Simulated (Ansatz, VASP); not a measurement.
## One calculation of BN, two programs

```
CELL_PARAMETERS angstrom
2.50400 0.00000 0.00000
-1.25200 2.16853 0.00000
0.00000 0.00000 6.66100
ATOMIC_POSITIONS crystal
B 0.33333 0.66667 0.25000
B 0.66667 0.33333 0.75000
N 0.66667 0.33333 0.25000
N 0.33333 0.66667 0.75000
```

Alike in both runs: task relaxation of cell and atoms; functional r2SCAN; k mesh 12 × 12 × 4; no spin polarisation.

|  | VASP | Ansatz |
| --- | --- | --- |
| version | VASP 6.6.1 | Ansatz 0.2.0 |
| potentials or method | VASP PAW PBE potentials, release 64 (B, N), cutoff 600 eV | scalar-relativistic, plane waves, PAW |
| occupations | gaussian, width 0.01 eV | fixed |
| valence electrons in the cell | 16 | 16 |

Ansatz gave:

* gap on the k mesh at the Fermi level, each at its own relaxed structure (eV): 4.89
* relaxed volume (Å³/atom): 9.33
* relaxed cell length with the largest relative difference (Å): 6.888

Task: What did VASP give for the same quantities?

Result: gap on the k mesh at the Fermi level, each at its own relaxed structure (eV): 4.92; relaxed volume (Å³/atom): 9.29; relaxed cell length with the largest relative difference (Å): 6.849.

VASP's potentials were made for PBE, not for r2SCAN.
